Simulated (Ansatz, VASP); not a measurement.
**SnSe2: VASP beside Ansatz**

```
CELL_PARAMETERS angstrom
3.84106 0.00000 0.00000
-1.92053 3.32646 0.00000
0.00000 0.00000 5.99874
ATOMIC_POSITIONS crystal
Sn 0.00000 0.00000 0.00000
Se 0.33333 0.66667 0.26522
Se 0.66667 0.33333 0.73478
```

Alike in both runs: functional PBE; dispersion D4; k mesh 6 × 6 × 4; no spin polarisation.

Ansatz relaxed the structure, and its values are those at the end. VASP's run is a single point on that final structure, the one shown.

```csv
,VASP,Ansatz
version,VASP 6.6.1,Ansatz 0.2.0
potentials or method,"VASP PAW PBE potentials, release 64 (Sn_d, Se), cutoff 520 eV","plane waves, PAW"
occupations,"gaussian, width 0.01 eV",fixed
valence electrons in the cell,26,46
```

|  | VASP | Ansatz | Ansatz less VASP |
| --- | --- | --- | --- |
| pressure (GPa) | 0.1 | 0.0 | -0.08 |
| rms of the force components (eV/Å) | 0.009 | 0.002 | -0.0071 |

VASP's potentials hold 26 valence electrons a cell and Ansatz's 46, so a difference there can come from the potentials and not from the codes.
